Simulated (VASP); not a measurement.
A run of VASP 6.6.1 is set up as follows.

Contents of INCAR:

```
PREC = Accurate ; ENCUT = 520
EDIFF = 1E-6 ; ISMEAR = 0
SIGMA = 0.1 ; LREAL = F
LASPH = T ; NELM = 80
ALGO = Fast ; ISIF = 2
LWAVE = F ; LCHARG = F
GGA = PE ; NBANDS = 41
```

Contents of KPOINTS:

```
regular mesh
0
Gamma
  6 6 4
```

POSCAR

```
SiW2
1.0
    3.6954156442      0.0000000000      0.0000000000
    0.0000000000      3.6954156442      0.0000000000
    0.0000000000      0.0000000000      6.7532712273
Si W
2 4
Direct
    0.0000000000      0.5000000000      0.7143511265
    0.5000000000      0.0000000000      0.2856488735
    0.0000000000      0.0000000000      0.0000000000
    0.5000000000      0.5000000000      0.0000000000
    0.0000000000      0.5000000000      0.3402506299
    0.5000000000      0.0000000000      0.6597493701
```

Potentials or basis: VASP PAW PBE potentials, release 64 (Si, W_sv).

The run is started by

```console
$ cat potpaw_PBE.64/Si/POTCAR potpaw_PBE.64/W_sv/POTCAR > POTCAR
$ mpirun -np 1 vasp_std > vasp.out
```

(1) Predict the largest force.

(2) Predict the band gap on the k mesh.

## Answers

(1) 0.047 eV/Å.

(2) zero (band 32 reaches 11.30 eV, above the bottom of band 33 at 10.40 eV).

Caveat: spin-orbit coupling is left out, which moves the levels of the heavy elements.
